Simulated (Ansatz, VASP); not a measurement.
**One calculation of Sc, two programs**

INCAR

```
PREC = Accurate
ENCUT = 520
EDIFF = 1E-6
ISMEAR = -1
SIGMA = 0.1
LREAL = F
LASPH = T
NELM = 60
ALGO = Normal
ISIF = 2
LWAVE = F
LCHARG = F
GGA = PE
NBANDS = 30
```

The input KPOINTS:

```
Automatic mesh
0
Gamma
  12 12 4
```

File POSCAR:

```
Sc
1.0
    3.1584080724      0.0000000000      0.0000000000
   -1.5792040362      2.7352616262      0.0000000000
    0.0000000000      0.0000000000     10.0809553784
Sc
4
Direct
    0.0000000000      1.0000000000      0.0000000000
    0.0000000000      1.0000000000      0.5000000000
    0.3333333333      0.6666666667      0.2500000000
    0.6666666667      0.3333333333      0.7500000000
```

Input for Ansatz:

```yaml
crystal:
  lattice:
    - [3.1584080724, 0.0, 0.0]
    - [-1.5792040362, 2.7352616262, 0.0]
    - [0.0, 0.0, 10.0809553784]
  atoms:
    - { symbol: Sc, position: [0.0, 1.0, 0.0] }
    - { symbol: Sc, position: [0.0, 1.0, 0.5] }
    - { symbol: Sc, position: [0.3333333333, 0.6666666667, 0.25] }
    - { symbol: Sc, position: [0.6666666667, 0.3333333333, 0.75] }
hamiltonian:
  xc: pbe
  pseudopotentials:
    kind: paw
    azcp:
      Sc: "pseudopotentials/Sc.paw.azcp"
basis:
  ecutwfc: 420
  fft_grid_basis: typed
kpoints:
  mp_grid: { grid: [12, 12, 4], shift: [0, 0, 0] }
magnetization:
  spin_polarized: false
scf:
  occupations: { method: fermi_dirac, width: 0.1 }
  lower_state_search: "off"
output:
  stress: true
```

Alike in both runs: task single point; functional PBE; k mesh 12 × 12 × 4; occupations fermi-dirac, width 0.1 eV; no spin polarisation.

|  | VASP | Ansatz |
| --- | --- | --- |
| version | VASP 6.6.1 | Ansatz 0.2.0 |
| potentials or method | VASP PAW PBE potentials, release 64 (Sc_sv), cutoff 520 eV | plane waves (420 eV) with PAW, scalar-relativistic |
| valence electrons in the cell | 44 | 44 |

Ansatz gave:

| Item | Value |
| --- | --- |
| pressure (GPa) | 8.0 |
| traceless stress, the component that is largest in VASP (GPa) | 0.11 |

Estimate VASP's values.

pressure (GPa): 8.1; traceless stress, the component that is largest in VASP (GPa): 0.12.

The functional is the same, so the differences come from potentials, cutoffs and numerics.
